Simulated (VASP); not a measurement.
Here is a VASP 6.6.1 calculation.

INCAR

```
PREC = Accurate ; ENCUT = 400
EDIFF = 1E-8 ; ISMEAR = -1
SIGMA = 0.05 ; LREAL = F
LASPH = T ; NELM = 120
ALGO = Normal ; ISIF = 2
LWAVE = F ; LCHARG = F
GGA = PE ; LEFG = T
NBANDS = 12 ; GGA_COMPAT = F
```

File KPOINTS:

```
Automatic mesh
0
Gamma
  9 9 9
```

File POSCAR:

```
Sb
1.0
    2.1506003320      1.2416496806      3.7814400000
   -2.1506003320      1.2416496806      3.7814400000
    0.0000000000     -2.4832993611      3.7814400000
Sb
2
Direct
    0.2336400000      0.2336400000      0.2336400000
    0.7663600000      0.7663600000      0.7663600000
```

Potentials or basis: VASP PAW PBE potentials, release 64 (Sb).

The run is started by

```bash
$ cat potpaw_PBE.64/Sb/POTCAR > POTCAR
$ mpirun -np 1 vasp_std > vasp.out
```

Q: Predict the largest force.

A: 0.178 eV/Å.

Q: Estimate the band gap on the k mesh.

A: 0.06 eV, indirect (least direct gap 0.50 eV).

Stress tensor (GPa, compression positive):
```
2.91 0.00 0.00
0.00 2.91 0.00
0.00 0.00 2.08
```

Caveat: the cell differs from its parent crystal (zz strain of +1 %); without QUAD_EFG the Cq values of the log hold for a quadrupole moment of 1 mb, not for the nuclei; spin-orbit coupling is left out, which moves the levels of the heavy elements. A k mesh can miss the band edges.
